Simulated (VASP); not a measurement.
# Al6W (P4mm) in VASP: single point with PBE

Aim: the single point of Al6W with PBE.

All numbers are computed with VASP 6.6.1; they aren't measurements. Logs are shortened: lines on timing, memory, paths and dates and some standing lists are left out, and cuts for length are marked.

### Step 1. The cell of the first run

Symmetry: P4mm, No. 99, tetragonal system. Conventional cell: a = 5.380 Å, b = 5.380 Å, c = 4.083 Å, α = 90.00°, β = 90.00°, γ = 90.00°. Within 3.5 Å of Al (site symmetry m) lie 2 W at 2.64 to 2.98 Å and 8 Al at 2.66 to 2.85 Å. Within 3.6 Å of Al (site symmetry 2mm) lie 2 W at 2.71 Å and 8 Al at 2.73 to 2.85 Å. Within 3.5 Å of W (site symmetry 4mm) lie 12 Al at 2.64 to 2.98 Å.

The cell was built from a structure type or drawn by symmetry, and may not be a known phase.

### Step 2. Single point, PBE

INCAR

```
SYSTEM = Al6W
  PREC = Accurate
  ENCUT = 500
  EDIFF = 1E-6
  ISMEAR = 0
  SIGMA = 0.1
  LREAL = .False.
  LASPH = .True.
  NELM = 120
  ALGO = Normal
  ISIF = 2
  LWAVE = .False.
  LCHARG = .False.
  GGA = PE
  NBANDS = 25
  GGA_COMPAT = .False.
```

KPOINTS

```
Automatic mesh
0
Gamma
  4 4 4
  0 0 0
```

POSCAR

```
Al6W
1.0
    5.3802427533      0.0000000000      0.0000000000
    0.0000000000      5.3802427533      0.0000000000
    0.0000000000      0.0000000000      4.0829723844
Al W
6 1
Direct
    0.7528716016      0.7528716016      0.1642186289
    0.2471283984      0.2471283984      0.1642186289
    0.2471283984      0.7528716016      0.1642186289
    0.7528716016      0.2471283984      0.1642186289
    0.5000000000      0.0000000000      0.6832060648
    0.0000000000      0.5000000000      0.6832060648
    0.5000000000      0.5000000000      0.6062334349
```

Potentials or basis: VASP PAW PBE potentials, release 64 (Al, W_sv).

On the command line:

```console
> cat potpaw_PBE.64/Al/POTCAR potpaw_PBE.64/W_sv/POTCAR > POTCAR
> mpirun -np 1 vasp_std > vasp.out
```

OUTCAR:

```text
SYSTEM = Al6W
   PREC = Accurate
   ENCUT = 500
   EDIFF = 1E-6
   ISMEAR = 0
   LREAL = .False.
   LASPH = .True.
   NELM = 120
   ISIF = 2
   GGA = PE

 ion  position               nearest neighbor table
   1  0.753  0.753  0.164-   7 2.64   4 2.66   3 2.66   4 2.72   3 2.72   6 2.73   5 2.73   6 2.85
                             5 2.85   7 2.98
   2  0.247  0.247  0.164-   7 2.64   4 2.66   3 2.66   3 2.72   4 2.72   6 2.73   5 2.73   6 2.85
                             5 2.85   7 2.98
   3  0.247  0.753  0.164-   7 2.64   2 2.66   1 2.66   1 2.72   2 2.72   5 2.73   6 2.73   5 2.85
                             6 2.85   7 2.98
   4  0.753  0.247  0.164-   7 2.64   2 2.66   1 2.66   1 2.72   2 2.72   5 2.73   6 2.73   5 2.85
                             6 2.85   7 2.98
   5  0.500  0.000  0.683-   7 2.71   7 2.71   3 2.73   4 2.73   1 2.73   2 2.73   2 2.85   3 2.85
                             4 2.85   1 2.85
   6  0.000  0.500  0.683-   7 2.71   7 2.71   3 2.73   4 2.73   1 2.73   2 2.73   2 2.85   3 2.85
                             4 2.85   1 2.85
   7  0.500  0.500  0.606-   1 2.64   2 2.64   3 2.64   4 2.64   5 2.71   6 2.71   5 2.71   6 2.71
                             1 2.98   2 2.98   3 2.98   4 2.98

  LATTYP: Found a simple tetragonal cell.
 ALAT       =     5.3802427533
 C/A-ratio  =     0.7588825582

  Lattice vectors:

 A1 = (   5.3802427533,   0.0000000000,   0.0000000000)
 A2 = (   0.0000000000,   5.3802427533,   0.0000000000)
 A3 = (   0.0000000000,   0.0000000000,   4.0829723844)

Analysis of symmetry for initial positions (statically):
=====================================================================
 Subroutine PRICEL returns:
 Original cell was already a primitive cell.

 Routine SETGRP: Setting up the symmetry group for a
 simple tetragonal supercell.

 Subroutine GETGRP returns: Found  8 space group operations
 (whereof  8 operations were pure point group operations)
 out of a pool of 16 trial point group operations.

The static configuration has the point symmetry C_4v.

Analysis of symmetry for dynamics (positions and initial velocities):
=====================================================================
 Subroutine PRICEL returns:
 Original cell was already a primitive cell.

 Routine SETGRP: Setting up the symmetry group for a
 simple tetragonal supercell.

 Subroutine GETGRP returns: Found  8 space group operations
 (whereof  8 operations were pure point group operations)
 out of a pool of 16 trial point group operations.

The dynamic configuration has the point symmetry C_4v.

 Subroutine INISYM returns: Found  8 space group operations
 (whereof  8 operations are pure point group operations),
 and found     1 'primitive' translations

----------------------------------------------------------------------------------------

                                     Primitive cell

  volume of cell :     118.1899

  direct lattice vectors                    reciprocal lattice vectors
     5.380242753  0.000000000  0.000000000     0.185865219  0.000000000  0.000000000
     0.000000000  5.380242753  0.000000000     0.000000000  0.185865219  0.000000000
     0.000000000  0.000000000  4.082972384     0.000000000  0.000000000  0.244919609

  length of vectors
     5.380242753  5.380242753  4.082972384     0.185865219  0.185865219  0.244919609

  position of ions in fractional coordinates (direct lattice)
     0.752871602  0.752871602  0.164218629
     0.247128398  0.247128398  0.164218629
     0.247128398  0.752871602  0.164218629
     0.752871602  0.247128398  0.164218629
     0.500000000  0.000000000  0.683206065
     0.000000000  0.500000000  0.683206065
     0.500000000  0.500000000  0.606233435

  ion indices of the primitive-cell ions
   primitive index   ion index
                 1           1
                 2           2
                 3           3
                 4           4
                 5           5
                 6           6
                 7           7

----------------------------------------------------------------------------------------

 KPOINTS: Automatic mesh

Automatic generation of k-mesh.
 Grid dimensions read from file:
 generate k-points for:    4    4    4

 Generating k-lattice:

  Cartesian coordinates                     Fractional coordinates (reciprocal lattice)
     0.046466305  0.000000000  0.000000000     0.250000000  0.000000000  0.000000000
     0.000000000  0.046466305  0.000000000     0.000000000  0.250000000  0.000000000
     0.000000000  0.000000000  0.061229902     0.000000000  0.000000000  0.250000000

  Length of vectors
     0.046466305  0.046466305  0.061229902

  Shift w.r.t. Gamma in fractional coordinates (k-lattice)
     0.000000000  0.000000000  0.000000000

 Subroutine IBZKPT returns following result:
 ===========================================

 Found     18 irreducible k-points:

 Following reciprocal coordinates:
            Coordinates               Weight
  0.000000  0.000000  0.000000      1.000000
  0.250000  0.000000  0.000000      4.000000
  0.500000  0.000000  0.000000      2.000000
  0.250000  0.250000  0.000000      4.000000
  0.500000  0.250000  0.000000      4.000000
  0.500000  0.500000  0.000000      1.000000
[... 10 lines left out ...]
  0.500000  0.250000  0.500000      4.000000
  0.500000  0.500000  0.500000      1.000000
   k-points           NKPTS =     18   k-points in BZ     NKDIM =     18   number of bands    NBANDS=     25
   number of dos      NEDOS =    301   number of ions     NIONS =      7
   total plane-waves  NPLWV =  48000
   dimension x,y,z NGX =    40 NGY =   40 NGZ =   30
   dimension x,y,z NGXF=    80 NGYF=   80 NGZF=   60
   ions per type =               6   1
   NGX,Y,Z   is equivalent  to a cutoff of  12.36, 12.36, 12.22 a.u.
   NGXF,Y,Z  is equivalent  to a cutoff of  24.72, 24.72, 24.43 a.u.
 SYSTEM =  Al6W
   PREC   = accura    normal or accurate (medium, high low for compatibility)
   ISTART =      0    job   : 0-new  1-cont  2-samecut
   ICHARG =      2    charge: 1-file 2-atom 10-const
   ISPIN  =      1    spin polarized calculation?
   LNONCOLLINEAR =      F non collinear calculations
   LSORBIT =      F    spin-orbit coupling
   LASPH  =      T    aspherical Exc in radial PAW
   ENCUT  =  500.0 eV  36.75 Ry    6.06 a.u.   9.81  9.81  7.44*2*pi/ulx,y,z
   NELM   =    120;   NELMIN=  2; NELMDL= -5     # of ELM steps
   EDIFF  = 0.1E-05   stopping-criterion for ELM
   LREAL  =      F    real-space projection
   EDIFFG = 0.1E-04   stopping-criterion for IOM
   NSW    =      0    number of steps for IOM
   IBRION =     -1    ionic relax: 0-MD 1-quasi-New 2-CG
   NFREE  =      0    steps in history (QN), initial steepest desc. (CG)
   ISIF   =      2    stress and relaxation
   ISYM   =      2    0-nonsym 1-usesym 2-fastsym
   POTIM  = 0.5000    time-step for ionic-motion
   TEBEG  =    0.0;   TEEND  =   0.0 temperature during run
   PSTRESS=    0.0 pullay stress
   NELECT =      32.0000    total number of electrons
   NUPDOWN=      -1.0000    fix difference up-down
   EMIN   =  10.00;   EMAX   =-10.00  energy-range for DOS
   EFERMI =   0.00;   METHOD = LEGACY
   ISMEAR =     0;   SIGMA  =   0.10  broadening in eV -4-tet -1-fermi 0-gaus
   EFERMI_NEDOS =   21; number of points for ismear=-14 and -15
   IALGO  =     38    algorithm
   IMIX   =      4    mixing-type and parameters
     AMIX     =   0.40;   BMIX     =  1.00
     AMIX_MAG =   1.60;   BMIX_MAG =  1.00
  volume/ion in A,a.u.               =      16.88       113.94
  Fermi-wavevector in a.u.,A,eV,Ry     =   1.059086  2.001383 15.261168  1.121664
  Thomas-Fermi vector in A             =   2.194419
   LORBIT       =      0    0 simple, 1 ext, 2 COOP (PROOUT), +10 PAW based schemes
   GGA     = PE    functional components
   LHFCALC =     F    Hartree Fock is set to
   AEXX    =    0.0000 exact exchange contribution
   IVDW    =     0    specifies the selected vdW correction
   LEPSILON=     F    determine dielectric tensor
   LRPA    =     F    only Hartree local field effects (RPA)
 non-spin polarized calculation
 Gauss-broadening in eV      SIGMA  =   0.10
  energy-cutoff  :      500.00
  volume of cell :      118.19
 maximum number of plane-waves:      3016
 NGX is ok and might be reduce to    40
   NGX = 19   NGY = 19   NGZ = 15

 number of electron      31.9999998 magnetization

 Free energy of the ion-electron system (eV)
  ---------------------------------------------------
  ext. energy  EPLUGINS =         0.00000000
  ---------------------------------------------------
  free energy    TOTEN  =       -35.38259890 eV

  energy without entropy =      -35.36872545  energy(sigma->0) =      -35.37566217

 E-fermi :   7.8521     XC(G=0): -10.4226

 val. band max:        7.7633471430   @ k =   0.2500   0.0000   0.0000
 cond. band min:       7.8579330789   @ k =   0.5000   0.0000   0.5000
 fundamental gap:      0.0945859359
 Fermi energy:         7.8520899678

 k-point     1 :       0.0000    0.0000    0.0000
  band No.  band energies     occupation
      1     -65.7591      2.00000
      2     -30.0844      2.00000
      3     -29.9986      2.00000
      4     -29.9986      2.00000
      5      -2.8621      2.00000
      6       0.9597      2.00000
[... 17 lines left out ...]
     24      12.3373      0.00000
     25      12.6055      0.00000

 k-point     2 :       0.2500    0.0000    0.0000
  band No.  band energies     occupation
      1     -65.7591      2.00000
      2     -30.0844      2.00000
      3     -29.9990      2.00000
      4     -29.9986      2.00000
      5      -2.5426      2.00000
      6      -0.0266      2.00000
[... 17 lines left out ...]
     24      12.0701      0.00000
     25      12.7079      0.00000
[... 418 lines left out ...]
     24      13.0365      0.00000
     25      13.2717      0.00000

 k-point    18 :       0.5000    0.5000    0.5000
  band No.  band energies     occupation
      1     -65.7589      2.00000
      2     -30.0986      2.00000
      3     -29.9981      2.00000
      4     -29.9981      2.00000
      5       0.6870      2.00000
      6       0.6870      2.00000
[... 17 lines left out ...]
     24      12.5640      0.00000
     25      12.6888      0.00000

------------------------ aborting loop because EDIFF is reached ----------------------------------------

  FORCE on cell =-STRESS in cart. coord.  units (eV):
  Direction    XX          YY          ZZ          XY          YZ          ZX
  --------------------------------------------------------------------------------------
  -------------------------------------------------------------------------------------
  Total        4.9715800      4.9715800     -1.3652636      0.0000000      0.0000000      0.0000000
  in kB       67.3945577     67.3945577    -18.5074632      0.0000000      0.0000000      0.0000000
  external PRESSURE =      38.7605507 kB  Pullay stress =       0.0000000 kB

 VOLUME and BASIS-vectors are now :
 -----------------------------------------------------------------------------
  energy-cutoff  :      500.00
  volume of cell :      118.19
      direct lattice vectors                 reciprocal lattice vectors
     5.380242753  0.000000000  0.000000000     0.185865219  0.000000000  0.000000000
     0.000000000  5.380242753  0.000000000     0.000000000  0.185865219  0.000000000
     0.000000000  0.000000000  4.082972384     0.000000000  0.000000000  0.244919609

 POSITION                                       TOTAL-FORCE (eV/Angst)
 -----------------------------------------------------------------------------------
      4.05063      4.05063      0.67050         0.139124      0.139124     -0.392125
      1.32961      1.32961      0.67050        -0.139124     -0.139124     -0.392125
      1.32961      4.05063      0.67050        -0.139124      0.139124     -0.392125
      4.05063      1.32961      0.67050         0.139124     -0.139124     -0.392125
      2.69012      0.00000      2.78951         0.000000     -0.000000     -0.326289
      0.00000      2.69012      2.78951        -0.000000     -0.000000     -0.326289
      2.69012      2.69012      2.47523         0.000000     -0.000000      2.221075
 -----------------------------------------------------------------------------------
    total drift:                               -0.000000     -0.000000      0.000204

  FREE ENERGIE OF THE ION-ELECTRON SYSTEM (eV)
  ---------------------------------------------------
  free  energy   TOTEN  =       -35.3825989024 eV

  energy  without entropy=      -35.3687254471  energy(sigma->0) =      -35.37566217
```

It took 20 s on 1 thread of Intel Xeon 6975P-C (Granite Rapids), shared host; peak memory 0.22 GiB.

Results:

* Free energy: -35.3826 eV
* Pressure: 3.9 GPa
* Largest force: 2.221 eV/Å
* Band gap on the k mesh: zero (bands 16 and 17 overlap by 1.31 eV)

Forces on the atoms (eV/Å):
```
Al   0.139  0.139 -0.392
Al  -0.139 -0.139 -0.392
Al  -0.139  0.139 -0.392
Al   0.139 -0.139 -0.392
Al   0.000  0.000 -0.326
Al   0.000  0.000 -0.326
W    0.000  0.000  2.221
```

Levels at points of the mesh, in eV from the Fermi level:
```tsv
k point	band 14	band 15	band 16	band 17	band 18	band 19
(0.00, 0.00, 0.00)	-1.80	-1.18	-1.18	-0.33	0.93	1.35
(0.50, 0.00, 0.00)	-1.44	-0.69	0.02	0.13	0.74	2.34
(0.50, 0.50, 0.00)	0.57	0.68	0.68	0.72	1.17	1.76
(0.00, 0.00, 0.50)	-1.88	-0.94	-0.94	-0.22	0.63	1.81
(0.50, 0.00, 0.50)	-2.35	-1.73	-0.61	-0.41	0.01	1.89
(0.50, 0.50, 0.50)	-0.78	-0.78	0.08	0.91	1.67	1.96
```

Caveat: the k points lie up to 0.38 Å⁻¹ apart, too coarse for converged energies and pressures of a metal; spin-orbit coupling is left out, which moves the levels of the heavy elements; forces of over 1 eV/Å act on the atoms, so gaps and moduli don't describe the material at rest.
